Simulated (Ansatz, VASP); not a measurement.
# One calculation of Ta, two programs

Contents of INCAR:

```
  PREC = Accurate
  ENCUT = 520
  EDIFF = 1E-6
  ISMEAR = 0
  SIGMA = 0.15
  LREAL = False
  LASPH = True
  NELM = 60
  ALGO = Fast
  ISIF = 2
  LWAVE = False
  LCHARG = False
  GGA = PE
  NBANDS = 12
```

Contents of KPOINTS:

```
regular mesh
0
Gamma
  18 18 18
```

Contents of POSCAR:

```
Ta
1.0
   -1.5225761745      1.6594835689      1.9084061042
    1.5225761745     -1.6594835689      1.9084061042
    1.5225761745      1.6594835689     -1.9084061042
Ta
1
Direct
    0.0000000000      0.0000000000      0.0000000000
```

Input for Ansatz:

```yaml
crystal:
  lattice:
    - [-1.5225761745, 1.6594835689, 1.9084061042]
    - [1.5225761745, -1.6594835689, 1.9084061042]
    - [1.5225761745, 1.6594835689, -1.9084061042]
  atoms:
    - { symbol: Ta, position: [0.0, 0.0, 0.0] }
basis:
  ecutwfc: 420
kpoints:
  mp_grid: { grid: [18, 18, 18] }
hamiltonian:
  xc: pbe
  pseudopotentials: { kind: paw, azcp: { folder: soft_1 } }
scf:
  occupations: { method: gaussian, width: 0.15 }
output:
  forces: true
  stress: true
  eigenvalues: true
```

Change from the starting cell: normal strain along x -0.0825, normal strain along z +0.1500.

Alike in both runs: task single point; functional PBE; k mesh 18 × 18 × 18; occupations gaussian, width 0.15 eV; no spin polarisation.

```csv
,VASP,Ansatz
version,VASP 6.6.1,Ansatz 0.2.0
potentials or method,"VASP PAW PBE potentials, release 64 (Ta_pv), cutoff 520 eV","scalar-relativistic, plane waves, PAW"
valence electrons in the cell,11,13
```

```csv
,VASP,Ansatz,Ansatz less VASP
gap on the k mesh at the Fermi level (eV),none,none,-
pressure (GPa),-6.6,-6.6,0.00
"traceless stress, the component that is largest in VASP (GPa)",-7.58,-7.57,+0.010
```

A gap of «none» marks a metal or a gap that the smearing closes. VASP's potentials hold 11 valence electrons a cell and Ansatz's 13, so a difference there can come from the potentials and not from the codes.

Neither program's run includes spin-orbit coupling.
